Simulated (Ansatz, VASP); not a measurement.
Given: the input of a run of VASP 6.6.1 on TiSi2.

Contents of POSCAR:

```
TiSi2
1.0
    1.7997237164     -6.8918501234      0.0000000000
    1.7997237164      6.8918501234      0.0000000000
    0.0000000000      0.0000000000      3.6350970940
Ti Si
2 4
Direct
    0.1031180800      0.8968819200      0.2500000000
    0.8968819200      0.1031180800      0.7500000000
    0.7503148200      0.2496851800      0.2500000000
    0.2496851800      0.7503148200      0.7500000000
    0.4417485500      0.5582514500      0.2500000000
    0.5582514500      0.4417485500      0.7500000000
```

Contents of INCAR.step1:

```
  PREC = Accurate
  ENCUT = 520
  ISMEAR = -1
  SIGMA = 0.05
  LREAL = F
  LASPH = T
  NELM = 80
  NBANDS = 29
  GGA = PE
  ALGO = Normal
  EDIFF = 1E-4
  LWAVE = T
  LCHARG = F
```

The input INCAR.step2:

```
  PREC = Accurate
  ENCUT = 520
  EDIFF = 1E-6
  ISMEAR = -1
  SIGMA = 0.05
  LREAL = F
  LASPH = T
  NELM = 80
  ALGO = Normal
  ISIF = 2
  LWAVE = F
  LCHARG = T
  METAGGA = R2SCAN
  LMIXTAU = T
  LELF = T
  LVHAR = T
  NBANDS = 29
  ISTART = 1
```

KPOINTS

```
Automatic mesh
0
Gamma
  8 8 8
```

Potentials or basis: VASP PAW PBE potentials, release 64 (Ti_sv, Si).

Run with:

```console
$ cat potpaw_PBE.64/Ti_sv/POTCAR potpaw_PBE.64/Si/POTCAR > POTCAR
$ cp INCAR.step1 INCAR
$ mpirun -np 1 vasp_std > vasp.out
$ cp INCAR.step2 INCAR
$ mpirun -np 1 vasp_std > vasp.out
```

Problem. Translate it to Ansatz 0.2.0. Potentials there: Ansatz PAW.

Solution. As run (the cutoff follows the program's own potentials):

input.yaml

```yaml
crystal:
  lattice:
    - [1.7997237164, -6.8918501234, 0.0]
    - [1.7997237164, 6.8918501234, 0.0]
    - [0.0, 0.0, 3.635097094]
  atoms:
    - { symbol: Ti, position: [0.10311808, 0.89688192, 0.25] }
    - { symbol: Ti, position: [0.89688192, 0.10311808, 0.75] }
    - { symbol: Si, position: [0.75031482, 0.24968518, 0.25] }
    - { symbol: Si, position: [0.24968518, 0.75031482, 0.75] }
    - { symbol: Si, position: [0.44174855, 0.55825145, 0.25] }
    - { symbol: Si, position: [0.55825145, 0.44174855, 0.75] }
hamiltonian:
  xc: r2scan
  pseudopotentials: { kind: paw }
kpoints:
  mp_grid: { grid: [8, 8, 8] }
scf:
  occupations: { method: fermi_dirac, width: 0.05 }
output:
  forces: true
  stress: true
  eigenvalues: true
```

Potentials or basis: Ansatz PAW.

Run with:

```console
$ ansatz run input.yaml --threads 1 --pin off --max-ram 3584MiB --backend cpu --events-out ev --progress --plain --runs-dir out
```

Both were run:

|  | VASP | Ansatz | Ansatz less VASP |
| --- | --- | --- | --- |
| gap on the k mesh at the Fermi level (eV) | none | none | - |
| pressure (GPa) | -7.4 | -7.6 | -0.22 |
| traceless stress, the component that is largest in VASP (GPa) | 1.19 | 1.11 | -0.082 |
| rms of the force components (eV/Å) | 0.085 | 0.081 | -0.0034 |

VASP's potentials were made for PBE, not for r2SCAN. Atom by atom the forces differ by 0.005 eV/Å (rms over components). A gap of «none» marks a metal or a gap that the smearing closes. With one functional, cell and mesh, what is left measures potentials, basis and numerics.
